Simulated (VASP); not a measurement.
Wanted: the native input for a VASP 6.6.1 run.

- Task: relaxation of cell and atoms
- Functional: PBE
- Potentials or basis: VASP PAW PBE potentials, release 64 (Be, Tl_d)
- Cutoff: 600 eV
- k mesh: 6 × 6 × 6
- Occupations: gaussian, width 0.1 eV
- Spin: no spin polarisation
- Dipole correction: no
- Further INCAR settings: ALGO = Normal; EDIFF = 1e-06; IBRION = 2; EDIFFG = -0.04; NSW = 90; ISIF = 3

The structure of Be2Tl lies in POSCAR:

```
Be2Tl
1.0
   -2.1763634869      2.1763634869      4.9865879456
    2.1763634869     -2.1763634869      4.9865879456
    2.1763634869      2.1763634869     -4.9865879456
Be Tl
4 2
Direct
    0.6750987118      0.1750987118      0.8501974236
    0.1750987118      0.3249012882      0.5000000000
    0.3249012882      0.8249012882      0.1498025764
    0.8249012882      0.6750987118      0.5000000000
    0.2500000000      0.2500000000      0.0000000000
    0.7500000000      0.7500000000      0.0000000000
```

The input as run:

INCAR

```
PREC     = Accurate       # precision mode
ENCUT    = 600            # plane-wave cutoff, eV
EDIFF    = 1E-6           # SCF threshold, eV
ISMEAR   = 0              # smearing method
SIGMA    = 0.1            # smearing width, eV
LREAL    = False          # projectors in reciprocal space
LASPH    = True           # aspherical terms in the spheres
NELM     = 100            # most SCF steps
ALGO     = Normal         # electronic algorithm
ISIF     = 3              # what is computed and relaxed
LWAVE    = False          # write WAVECAR
LCHARG   = False          # write CHGCAR
GGA      = PE             # functional
IBRION   = 2              # ionic algorithm
NSW      = 90             # ionic steps
EDIFFG   = -0.04          # ionic threshold
```

KPOINTS

```
regular mesh
0
Gamma
  6 6 6
```

Potentials or basis: VASP PAW PBE potentials, release 64 (Be, Tl_d).

Launch:

```sh
$ cat potpaw_PBE.64/Be/POTCAR potpaw_PBE.64/Tl_d/POTCAR > POTCAR
$ mpirun -np 1 vasp_std > vasp.out
```

Results of the run:

```
Pressure after relaxing      : -0.2 GPa
Largest force after relaxing : 0.030 eV/Å
Band gap on the k mesh       : zero (band 17 reaches 7.86 eV, above the bottom of band 18 at 4.39 eV)
```

Caveat: the relaxation stopped at its first step, so nothing moved; spin-orbit coupling is left out, which moves the levels of the heavy elements.

Run time: 43 s on 1 thread of Intel(R) Xeon(R) 6975P-C (Granite Rapids), with other jobs on the host, peak memory 0.35 GiB.
